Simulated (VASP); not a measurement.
Na3HSe, 5 atoms in the cell. Symmetry: Pm-3m, No. 221, cubic system. Conventional cell: a = 4.550 Å, b = 4.550 Å, c = 4.550 Å, α = 90.00°, β = 90.00°, γ = 90.00°. Within 3.0 Å of Na (site symmetry 4/mmm) lie 2 H at 2.28 Å. H (site symmetry m-3m) has 6 Na at 2.28 Å within 3.0 Å. Se (site symmetry m-3m) has 12 Na at 3.22 Å and 8 H at 3.94 Å within 4.2 Å. 

```yaml
Program: VASP 6.6.1
Task: relaxation of cell and atoms
Functional: r2SCAN
Potentials_or_basis: VASP PAW PBE potentials, release 64 (Na_pv, H, Se)
Cutoff: 600 eV
k_mesh: 6 × 6 × 6
Occupations: gaussian, width 0.02 eV
Spin: no spin polarisation
Dipole_correction: no
Further_INCAR_settings: ALGO = Normal; EDIFF = 1e-06; IBRION = 2; EDIFFG = -0.005; NSW = 70; ISIF = 3
```

Potentials or basis: VASP PAW PBE potentials, release 64 (Na_pv, H, Se).

Launch:

```bash
$ cat potpaw_PBE.64/Na_pv/POTCAR potpaw_PBE.64/H/POTCAR potpaw_PBE.64/Se/POTCAR > POTCAR
$ cp INCAR.step1 INCAR
$ mpirun -np 1 vasp_std > vasp.out
$ cp INCAR.step2 INCAR
$ mpirun -np 1 vasp_std > vasp.out
```

Hardware: 1 thread of Oxide Virtual Turin-like Processor, with other jobs on the host.

Q: How long does it take, and how much memory?

A: It took 7.9 min on 1 thread of Oxide Virtual Turin-like Processor, with other jobs on the host, peak memory 0.22 GiB. Counts: k points 20, ion steps 5.
